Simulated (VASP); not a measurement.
A run of VASP 6.6.1 is set up as follows.

File INCAR:

```
PREC = Accurate
ENCUT = 520
EDIFF = 1E-6
ISMEAR = 0
SIGMA = 0.1
LREAL = F
LASPH = T
NELM = 60
ALGO = Normal
ISIF = 2
LWAVE = F
LCHARG = F
GGA = PE
NBANDS = 34
```

Contents of KPOINTS:

```
Automatic mesh
0
Gamma
  4 4 4
```

POSCAR

```
Te7Se
1.0
    0.0000000000      5.0675013200      5.0675013200
    5.0675013200      0.0000000000      5.0675013200
    5.0675013200      5.0675013200      0.0000000000
Te Se
7 1
Direct
    0.5000000000      0.0000000000      0.0000000000
    0.0000000000      0.5000000000      0.5000000000
    0.0000000000      0.5000000000      0.0000000000
    0.5000000000      0.0000000000      0.5000000000
    0.0000000000      0.0000000000      0.5000000000
    0.5000000000      0.5000000000      0.0000000000
    0.5000000000      0.5000000000      0.5000000000
    0.0000000000      0.0000000000      0.0000000000
```

Potentials or basis: VASP PAW PBE potentials, release 64 (Te, Se).

Run with:

```sh
$ cat potpaw_PBE.64/Te/POTCAR potpaw_PBE.64/Se/POTCAR > POTCAR
$ mpirun -np 1 vasp_std > vasp.out
```

Task: Estimate the band gap on the k mesh.

Result: Zero (bands 24 and 25 overlap by 1.29 eV).

Task: Estimate the pressure.

Result: -6.5 GPa.

Caveat: the cell stands under tension; spin-orbit coupling is left out, which moves the levels of the heavy elements.
